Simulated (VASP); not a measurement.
Runs of VASP 6.6.1 on Si. The structure is that of space group Fd-3m (No. 227), or close to it. The cells are those of the table. 

```csv
task,cell,cutoff (eV),gap on the mesh (eV),pressure (GPa)
relaxation of cell and atoms,"relaxed to 15 GPa from a = 3.820 Å, angles 60.0, 60.0, 90.0°, 2 atoms",600,0.28,15.0
relaxation of cell and atoms,"relaxed to 4 GPa from a = 3.820 Å, angles 60.0, 60.0, 90.0°, 2 atoms",600,(a),4.0
single point,"a = 3.712 Å, angles 60.0, 60.0, 90.0°, 2 atoms",520,0.34,10.1
single point,"a = 3.670 Å, angles 60.0, 60.0, 90.0°, 2 atoms",520,0.28,15.1
```

Alike in all rows: level LDA; potentials or basis VASP PAW LDA potentials, release 64 (Si); no spin polarisation; k mesh 8 × 8 × 8; smearing gaussian 0.01 eV.

Question: Estimate the missing entries.

Answer: (a) 0.43.

Caveats: the cell is relaxed towards a set pressure, so the enthalpy falls and the energy may rise (some runs).

A k mesh can miss the band edges.
